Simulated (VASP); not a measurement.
# Cu (Fm-3m) in VASP: notebook, part 2 of 2

VASP 6.6.1. Earlier steps stand in the parts before.

**5. Relaxation of cell and atoms, r2SCAN, target pressure 21.1 GPa, at which the enthalpy is minimised**

The input, POSCAR:

```
Cu
1.0
    0.0000000000      1.7292475688      1.7292475688
    1.7292475688      0.0000000000      1.7292475688
    1.7292475688      1.7292475688      0.0000000000
Cu
1
Direct
    0.0000000000      0.0000000000      0.0000000000
```

The input, INCAR.step1:

```
PREC = Accurate
ENCUT = 600
ISMEAR = 0
SIGMA = 0.1
LREAL = F
LASPH = T
NELM = 80
GGA = PE
ALGO = Normal
EDIFF = 1E-4
LWAVE = T
LCHARG = F
```

The input, INCAR.step2:

```
PREC = Accurate
ENCUT = 600
EDIFF = 1E-7
ISMEAR = 0
SIGMA = 0.1
LREAL = F
LASPH = T
NELM = 80
ALGO = Normal
ISIF = 3
LWAVE = F
LCHARG = F
METAGGA = R2SCAN
LMIXTAU = T
IBRION = 2
NSW = 80
EDIFFG = -0.05
PSTRESS = 211.0
ISTART = 1
```

The input, KPOINTS:

```
regular mesh
0
Gamma
  10 10 10
```

Potentials or basis: VASP PAW PBE potentials, release 64 (Cu).

The run is started by

```bash
> cat potpaw_PBE.64/Cu/POTCAR > POTCAR
> cp INCAR.step1 INCAR
> mpirun -np 1 vasp_std > vasp.out
> cp INCAR.step2 INCAR
> mpirun -np 1 vasp_std > vasp.out
```

OUTCAR:

```text
PREC = Accurate
   ENCUT = 600
   EDIFF = 1E-7
   ISMEAR = 0
   LREAL = F
   LASPH = T
   NELM = 80
   ISIF = 3
   METAGGA = R2SCAN
   IBRION = 2
   NSW = 80
   EDIFFG = -0.05
   PSTRESS = 211.0
   ISTART = 1

 ion  position               nearest neighbor table
   1  0.000  0.000  0.000-

  LATTYP: Found a face centered cubic cell.
 ALAT       =     3.4584951376

  Lattice vectors:

 A1 = (   0.0000000000,   1.7292475688,   1.7292475688)
 A2 = (   1.7292475688,   0.0000000000,   1.7292475688)
 A3 = (   1.7292475688,   1.7292475688,   0.0000000000)

Analysis of symmetry for initial positions (statically):
=====================================================================
 Subroutine PRICEL returns:
 Original cell was already a primitive cell.

 Routine SETGRP: Setting up the symmetry group for a
 face centered cubic supercell.

 Subroutine GETGRP returns: Found 48 space group operations
 (whereof 48 operations were pure point group operations)
 out of a pool of 48 trial point group operations.

The static configuration has the point symmetry O_h .

Analysis of symmetry for dynamics (positions and initial velocities):
=====================================================================
 Subroutine PRICEL returns:
 Original cell was already a primitive cell.

 Routine SETGRP: Setting up the symmetry group for a
 face centered cubic supercell.

 Subroutine GETGRP returns: Found 48 space group operations
 (whereof 48 operations were pure point group operations)
 out of a pool of 48 trial point group operations.

The dynamic configuration has the point symmetry O_h .

 Subroutine INISYM returns: Found 48 space group operations
 (whereof 48 operations are pure point group operations),
 and found     1 'primitive' translations

----------------------------------------------------------------------------------------

                                     Primitive cell

  volume of cell :      10.3419

  direct lattice vectors                    reciprocal lattice vectors
     0.000000000  1.729247569  1.729247569    -0.289143098  0.289143098  0.289143098
     1.729247569  0.000000000  1.729247569     0.289143098 -0.289143098  0.289143098
     1.729247569  1.729247569  0.000000000     0.289143098  0.289143098 -0.289143098

  length of vectors
     2.445525364  2.445525364  2.445525364     0.500810537  0.500810537  0.500810537

  position of ions in fractional coordinates (direct lattice)
     0.000000000  0.000000000  0.000000000

  ion indices of the primitive-cell ions
   primitive index   ion index
                 1           1

----------------------------------------------------------------------------------------

 KPOINTS: regular mesh

Automatic generation of k-mesh.
 Grid dimensions read from file:
 generate k-points for:   10   10   10

 Generating k-lattice:

  Cartesian coordinates                     Fractional coordinates (reciprocal lattice)
    -0.028914310  0.028914310  0.028914310     0.100000000  0.000000000  0.000000000
     0.028914310 -0.028914310  0.028914310     0.000000000  0.100000000  0.000000000
     0.028914310  0.028914310 -0.028914310     0.000000000  0.000000000  0.100000000

  Length of vectors
     0.050081054  0.050081054  0.050081054

  Shift w.r.t. Gamma in fractional coordinates (k-lattice)
     0.000000000  0.000000000  0.000000000

 Subroutine IBZKPT returns following result:
 ===========================================

 Found     47 irreducible k-points:

 Following reciprocal coordinates:
            Coordinates               Weight
  0.000000  0.000000  0.000000      1.000000
  0.100000  0.000000  0.000000      8.000000
  0.200000  0.000000  0.000000      8.000000
  0.300000  0.000000  0.000000      8.000000
  0.400000  0.000000  0.000000      8.000000
  0.500000  0.000000  0.000000      4.000000
[... 16 lines left out ...]
  0.300000  0.300000  0.000000      6.000000
  0.400000  0.300000  0.000000     24.000000
 [... further k-points ...]
   k-points           NKPTS =     47   k-points in BZ     NKDIM =     47   number of bands    NBANDS=      9
   number of dos      NEDOS =    301   number of ions     NIONS =      1
   total plane-waves  NPLWV =   8000
   dimension x,y,z NGX =    20 NGY =   20 NGZ =   20
   dimension x,y,z NGXF=    40 NGYF=   40 NGZF=   40
   ions per type =               1
   NGX,Y,Z   is equivalent  to a cutoff of  13.60, 13.60, 13.60 a.u.
   NGXF,Y,Z  is equivalent  to a cutoff of  27.19, 27.19, 27.19 a.u.
 SYSTEM =  unknown system
   PREC   = accura    normal or accurate (medium, high low for compatibility)
   ISTART =      1    job   : 0-new  1-cont  2-samecut
   ICHARG =      0    charge: 1-file 2-atom 10-const
   ISPIN  =      1    spin polarized calculation?
   LNONCOLLINEAR =      F non collinear calculations
   LSORBIT =      F    spin-orbit coupling
   LASPH  =      T    aspherical Exc in radial PAW
   ENCUT  =  600.0 eV  44.10 Ry    6.64 a.u.   4.88  4.88  4.88*2*pi/ulx,y,z
   NELM   =     80;   NELMIN=  2; NELMDL=  0     # of ELM steps
   EDIFF  = 0.1E-06   stopping-criterion for ELM
   LREAL  =      F    real-space projection
   EDIFFG = -.5E-01   stopping-criterion for IOM
   NSW    =     80    number of steps for IOM
   IBRION =      2    ionic relax: 0-MD 1-quasi-New 2-CG
   NFREE  =      1    steps in history (QN), initial steepest desc. (CG)
   ISIF   =      3    stress and relaxation
   ISYM   =      2    0-nonsym 1-usesym 2-fastsym
   POTIM  = 0.5000    time-step for ionic-motion
   TEBEG  =    0.0;   TEEND  =   0.0 temperature during run
   PSTRESS=  211.0 pullay stress
   NELECT =      11.0000    total number of electrons
   NUPDOWN=      -1.0000    fix difference up-down
   EMIN   =  10.00;   EMAX   =-10.00  energy-range for DOS
   EFERMI =   0.00;   METHOD = LEGACY
   ISMEAR =     0;   SIGMA  =   0.10  broadening in eV -4-tet -1-fermi 0-gaus
   EFERMI_NEDOS =   21; number of points for ismear=-14 and -15
   IALGO  =     38    algorithm
   IMIX   =      4    mixing-type and parameters
     AMIX     =   0.40;   BMIX     =  1.00
     AMIX_MAG =   1.60;   BMIX_MAG =  1.00
  volume/ion in A,a.u.               =      10.34        69.79
  Fermi-wavevector in a.u.,A,eV,Ry     =   1.671111  3.157941 37.995779  2.792611
  Thomas-Fermi vector in A             =   2.756491
   LORBIT       =      0    0 simple, 1 ext, 2 COOP (PROOUT), +10 PAW based schemes
   METAGGA = R2SCAN    functional components
   LHFCALC =     F    Hartree Fock is set to
   AEXX    =    0.0000 exact exchange contribution
   IVDW    =     0    specifies the selected vdW correction
   LEPSILON=     F    determine dielectric tensor
   LRPA    =     F    only Hartree local field effects (RPA)
 conjugate gradient relaxation of ions
 non-spin polarized calculation
 Gauss-broadening in eV      SIGMA  =   0.10
  energy-cutoff  :      600.00
  volume of cell :       10.34
 maximum number of plane-waves:       359
   NGX =  9   NGY =  9   NGZ =  9

 number of electron      10.9999990 magnetization

 Free energy of the ion-electron system (eV)
  ---------------------------------------------------
  ext. energy  EPLUGINS =         0.00000000
  ---------------------------------------------------
  free energy    TOTEN  =       -10.74151303 eV

  energy without entropy =      -10.73812482  energy(sigma->0) =      -10.73981893

 E-fermi :   9.0144     XC(G=0): -14.6660

 val. band max:        8.9696336281   @ k =  -0.2000   0.3000   0.1000
 cond. band min:       9.3303839090   @ k =   0.5000   0.3000   0.1000
 fundamental gap:      0.3607502808
 Fermi energy:         9.0144448923

 k-point     1 :       0.0000    0.0000    0.0000
  band No.  band energies     occupation
      1      -1.6189      2.00000
      2       5.5472      2.00000
      3       5.5472      2.00000
      4       5.5472      2.00000
      5       6.5533      2.00000
      6       6.5533      2.00000
      7      33.6246      0.00000
      8      37.7446      0.00000
      9      37.7447      0.00000

 k-point     2 :       0.1000    0.0000    0.0000
  band No.  band energies     occupation
      1      -1.2049      2.00000
      2       5.4510      2.00000
      3       5.6265      2.00000
      4       5.6265      2.00000
      5       6.5238      2.00000
      6       6.5238      2.00000
      7      31.5227      0.00000
      8      34.9848      0.00000
      9      36.7668      0.00000
[... 253 lines left out ...]
 k-point    24 :       0.4000    0.3000    0.0000
  band No.  band energies     occupation
      1       3.1527      2.00000
      2       4.1869      2.00000
      3       6.1940      2.00000
      4       6.7306      2.00000
      5       7.2271      2.00000
      6       7.9575      2.00000
      7      22.8852      0.00000
      8      23.9564      0.00000
      9      26.1858      0.00000

 [... further k-points ...]
[... 5 lines left out ...]
  --------------------------------------------------------------------------------------
  -------------------------------------------------------------------------------------
  Total        1.4086380      1.4086380      1.4086380     -0.0000000     -0.0000000      0.0000000
  in kB      218.2269880    218.2269880    218.2269880     -0.0000000     -0.0000000      0.0000000
  external PRESSURE =       7.2269880 kB  Pullay stress =     211.0000000 kB

 VOLUME and BASIS-vectors are now :
 -----------------------------------------------------------------------------
  energy-cutoff  :      600.00
  volume of cell :       10.34
      direct lattice vectors                 reciprocal lattice vectors
     0.000000000  1.729247569  1.729247569    -0.289143098  0.289143098  0.289143098
     1.729247569  0.000000000  1.729247569     0.289143098 -0.289143098  0.289143098
     1.729247569  1.729247569  0.000000000     0.289143098  0.289143098 -0.289143098

 POSITION                                       TOTAL-FORCE (eV/Angst)
 -----------------------------------------------------------------------------------
      0.00000      0.00000      0.00000         0.000000      0.000000      0.000000
 -----------------------------------------------------------------------------------
    total drift:                                0.000000      0.000000      0.000000

  FREE ENERGIE OF THE ION-ELECTRON SYSTEM (eV)
  ---------------------------------------------------
  free  energy   TOTEN  =       -10.7415130338 eV

  energy  without entropy=      -10.7381248165  energy(sigma->0) =      -10.73981893

  enthalpy is  TOTEN    =        -9.3795246929 eV   P V=        1.3619883408

 reached required accuracy - stopping structural energy minimisation
```

OSZICAR.step1:

```text
N       E                     dE             d eps       ncg     rms          rms(c)
DAV:   1     0.350471968423E+02    0.35047E+02   -0.62526E+03   903   0.238E+03
DAV:   2    -0.414598151457E+01   -0.39193E+02   -0.37563E+02   847   0.205E+02
DAV:   3    -0.452280661584E+01   -0.37683E+00   -0.37532E+00   992   0.288E+01
DAV:   4    -0.452545308636E+01   -0.26465E-02   -0.26462E-02   997   0.213E+00
DAV:   5    -0.452548508849E+01   -0.32002E-04   -0.32001E-04  1032   0.197E-01    0.782E+00
DAV:   6    -0.386208498177E+01    0.66340E+00   -0.14576E+01   888   0.937E+01    0.309E+00
DAV:   7    -0.359831904866E+01    0.26377E+00   -0.19946E+00   895   0.342E+01    0.762E-01
DAV:   8    -0.358054070221E+01    0.17778E-01   -0.10715E-02  1252   0.149E+00    0.166E-01
DAV:   9    -0.358002881396E+01    0.51189E-03   -0.33259E-03   883   0.129E+00    0.269E-02
DAV:  10    -0.358003525616E+01   -0.64422E-05   -0.19242E-05   482   0.860E-02
   1 F= -.35800353E+01 E0= -.35783193E+01  d E =-.343192E-02
```

Wall time 48 s (1 thread of Intel Xeon 8259CL, shared host); peak memory 0.13 GiB.

What came out:

| Property | Result |
| --- | --- |
| Free energy | -10.7415 eV |
| Pressure after relaxing | 21.8 GPa |
| Band gap on the k mesh | zero (an odd number of electrons rules out a gap without spin polarisation) |

Final structure:
```
CELL_PARAMETERS angstrom
0.00000 1.72925 1.72925
1.72925 0.00000 1.72925
1.72925 1.72925 0.00000
ATOMIC_POSITIONS crystal
Cu 0.00000 0.00000 0.00000
```

Caveat: the relaxation stopped at its first step, so nothing moved; the cell is relaxed towards a set pressure, so the run minimises the enthalpy, not the energy; the PAW data sets were made with another functional, which shifts forces and pressure a little.

**6. Relaxation of cell and atoms, r2SCAN, target pressure 21.1 GPa, at which the enthalpy is minimised**

This run uses another cell than the first one, of 11.81 Å³/atom.

The input, POSCAR:

```
Cu
1.0
    0.0000000000      1.8075000000      1.8075000000
    1.8075000000      0.0000000000      1.8075000000
    1.8075000000      1.8075000000      0.0000000000
Cu
1
Direct
    0.0000000000      0.0000000000      0.0000000000
```

The input, INCAR.step1:

```
SYSTEM = Cu
PREC = Accurate
ENCUT = 600
ISMEAR = 0
SIGMA = 0.1
LREAL = .FALSE.
LASPH = .TRUE.
NELM = 100
GGA = PE
ALGO = Normal
EDIFF = 1E-4
LWAVE = .TRUE.
LCHARG = .FALSE.
```

The input, INCAR.step2:

```
SYSTEM = Cu
PREC = Accurate
ENCUT = 600
EDIFF = 1E-6
ISMEAR = 0
SIGMA = 0.1
LREAL = .FALSE.
LASPH = .TRUE.
NELM = 100
ALGO = Normal
ISIF = 3
LWAVE = .FALSE.
LCHARG = .FALSE.
METAGGA = R2SCAN
LMIXTAU = .TRUE.
IBRION = 2
NSW = 80
EDIFFG = -0.05
PSTRESS = 211.0
ISTART = 1
```

The input, KPOINTS:

```
regular mesh
0
G
  10 10 10
  0 0 0
```

Potentials or basis: VASP PAW PBE potentials, release 64 (Cu).

The run is started by

```bash
> cat potpaw_PBE.64/Cu/POTCAR > POTCAR
> cp INCAR.step1 INCAR
> mpirun -np 1 vasp_std > vasp.out
> cp INCAR.step2 INCAR
> mpirun -np 1 vasp_std > vasp.out
```

Run time: 2.3 min. Hardware: 1 thread of Intel Xeon 8259CL, shared host; peak memory 0.13 GiB.

Results (log left out):

```yaml
Free_energy: -10.7450 eV
Relaxed_volume: 10.36 Å³/atom
Relaxed_cell: a = 2.447 Å, b = 2.447 Å, c = 2.447 Å, α = 60.00°, β = 60.00°, γ = 60.00°
Space_group_after_relaxing_to_0.1_Å: Fm-3m (No. 225)
Energy_change_on_relaxing_the_run_minimises_the_enthalpy: +64.2 meV/atom
Ionic_steps: 4
Pressure_after_relaxing: 21.5 GPa
Band_gap_on_the_k_mesh: zero (an odd number of electrons rules out a gap without spin polarisation)
```

The path:
```tsv
step	energy change (eV)	largest force (eV/Å)	pressure (GPa)	volume (Å³)
1	0.0000	0.0000	-4.10	11.81
2	0.4748	0.0000	76.78	8.91
3	0.0563	0.0000	19.18	10.42
4	0.0642	0.0000	21.47	10.36
```

Final structure:
```cif
data_structure
_symmetry_space_group_name_H-M 'P 1'
_symmetry_Int_Tables_number 1
_cell_length_a 2.4466
_cell_length_b 2.4466
_cell_length_c 2.4466
_cell_angle_alpha 60.000
_cell_angle_beta 60.000
_cell_angle_gamma 60.000
_cell_volume 10.36
loop_
_atom_site_label
_atom_site_type_symbol
_atom_site_fract_x
_atom_site_fract_y
_atom_site_fract_z
_atom_site_occupancy
Cu1 Cu 0.00000 0.00000 0.00000 1
```

Levels at points of the mesh, in eV from the Fermi level:
```csv
k point,band 2,band 3,band 4,band 5,band 6,band 7,band 8,band 9
"(0.00, 0.00, 0.00)",-3.46,-3.46,-3.46,-2.46,-2.46,24.60,28.71,28.71
"(0.50, 0.00, 0.00)",-3.52,-3.52,-1.74,-1.74,-1.33,4.84,23.03,25.48
"(0.50, 0.50, 0.00)",-5.23,-1.78,-1.56,-1.56,1.63,8.54,15.01,15.01
```

Caveat: the cell is relaxed towards a set pressure, so the run minimises the enthalpy, not the energy; the PAW data sets were made with another functional, which shifts forces and pressure a little.

**7. Relaxation of cell and atoms, r2SCAN, target pressure 21.1 GPa, at which the enthalpy is minimised**

The input, POSCAR:

```
Cu
1.0
    0.0000000000      1.7292475688      1.7292475688
    1.7292475688      0.0000000000      1.7292475688
    1.7292475688      1.7292475688      0.0000000000
Cu
1
Direct
    0.0000000000      0.0000000000      0.0000000000
```

The input, INCAR.step1:

```
SYSTEM = Cu
ALGO = Normal
EDIFF = 1E-4
ENCUT = 600
GGA = PE
ISMEAR = -1
LASPH = .True.
LCHARG = .False.
LREAL = .False.
LWAVE = .True.
NELM = 100
PREC = Accurate
SIGMA = 0.1
```

The input, INCAR.step2:

```
SYSTEM = Cu
ALGO = Normal
EDIFF = 1E-6
EDIFFG = -0.002
ENCUT = 600
IBRION = 2
ISIF = 3
ISMEAR = -1
ISTART = 1
LASPH = .True.
LCHARG = .False.
LMIXTAU = .True.
LREAL = .False.
LWAVE = .False.
METAGGA = R2SCAN
NELM = 100
NSW = 80
PREC = Accurate
PSTRESS = 211.0
SIGMA = 0.1
```

The input, KPOINTS:

```
k-points
0
Gamma
  20 20 20
  0 0 0
```

The run is started by

```bash
> cat potpaw_PBE.64/Cu/POTCAR > POTCAR
> cp INCAR.step1 INCAR
> mpirun -np 1 vasp_std > vasp.out
> cp INCAR.step2 INCAR
> mpirun -np 1 vasp_std > vasp.out
```

It took 7.8 min on 1 thread of Intel Xeon 8259CL, shared host; peak memory 0.16 GiB.

The run converged. Its results:

```
Free energy                                                : -10.7656 eV
Relaxed volume                                             : 10.38 Å³/atom
Relaxed cell                                               : a = 2.449 Å, b = 2.449 Å, c = 2.449 Å, α = 60.00°, β = 60.00°, γ = 60.00°
Space group after relaxing (to 0.1 Å)                      : Fm-3m (No. 225)
Energy change on relaxing (the run minimises the enthalpy) : -5.3 meV/atom
Ionic steps                                                : 5
Pressure after relaxing                                    : 21.1 GPa
Band gap on the k mesh                                     : zero (an odd number of electrons rules out a gap without spin polarisation)
```

The path:
```
step  energy change (eV)  largest force (eV/Å)  pressure (GPa)  volume (Å³)
   1              0.0000                0.0000           21.86        10.34
   2             -0.0097                0.0000           20.15        10.42
   3             -0.0054                0.0000           21.01        10.38
   4             -0.0048                0.0000           21.63        10.38
   5             -0.0053                0.0000           21.07        10.38
```

Final structure:
```
Cu
1.0
     0.00000    1.73145    1.73145
     1.73145    0.00000    1.73145
     1.73145    1.73145    0.00000
Cu
1
Direct
  0.00000 0.00000 0.00000
```

Levels at points of the mesh, in eV from the Fermi level:
| k point | band 2 | band 3 | band 4 | band 5 | band 6 | band 7 | band 8 | band 9 |
| --- | --- | --- | --- | --- | --- | --- | --- | --- |
| (0.00, 0.00, 0.00) | -3.59 | -3.59 | -3.59 | -2.59 | -2.59 | 24.43 | 28.51 | 28.51 |
| (0.50, 0.00, 0.00) | -3.65 | -3.65 | -1.88 | -1.88 | -1.47 | 4.67 | 22.86 | 25.28 |
| (0.50, 0.50, 0.00) | -5.36 | -1.91 | -1.69 | -1.69 | 1.48 | 8.37 | 14.83 | 14.83 |

Caveat: the cell is relaxed towards a set pressure, so the run minimises the enthalpy, not the energy; the PAW data sets were made with another functional, which shifts forces and pressure a little.

**8. The runs side by side**

| task | cell | k mesh | cutoff (eV) | smearing | gap on the mesh (eV) | pressure (GPa) |
| --- | --- | --- | --- | --- | --- | --- |
| single point | a = 2.446 Å, angles 60.0°, 1 atom | 10 × 10 × 10 | 520 | gaussian 0.1 eV | none | 21.9 |
| single point | a = 2.446 Å, angles 60.0°, 1 atom | 20 × 20 × 20 | 520 | fermi-dirac 0.1 eV | none | 21.8 |
| relaxation of cell and atoms | relaxed to 21.1 GPa from a = 2.446 Å, angles 60.0°, 1 atom | 10 × 10 × 10 | 600 | gaussian 0.1 eV | none | 21.8 |
| relaxation of cell and atoms | relaxed to 21.1 GPa from a = 2.556 Å, angles 60.0°, 1 atom | 10 × 10 × 10 | 600 | gaussian 0.1 eV | none | 21.5 |
| relaxation of cell and atoms | relaxed to 21.1 GPa from a = 2.446 Å, angles 60.0°, 1 atom | 20 × 20 × 20 | 600 | fermi-dirac 0.1 eV | none | 21.1 |

Alike in all rows: level r2SCAN; potentials or basis VASP PAW PBE potentials, release 64 (Cu); no spin polarisation.

Caveats: the PAW data sets were made with another functional, which shifts forces and pressure a little; the cell is relaxed towards a set pressure, so the run minimises the enthalpy, not the energy (at least some runs); the cell stands under pressure (at least some runs); the relaxation stopped at its first step, so nothing moved (at least some runs).

Absolute energies hang on the potentials; compare differences alone.
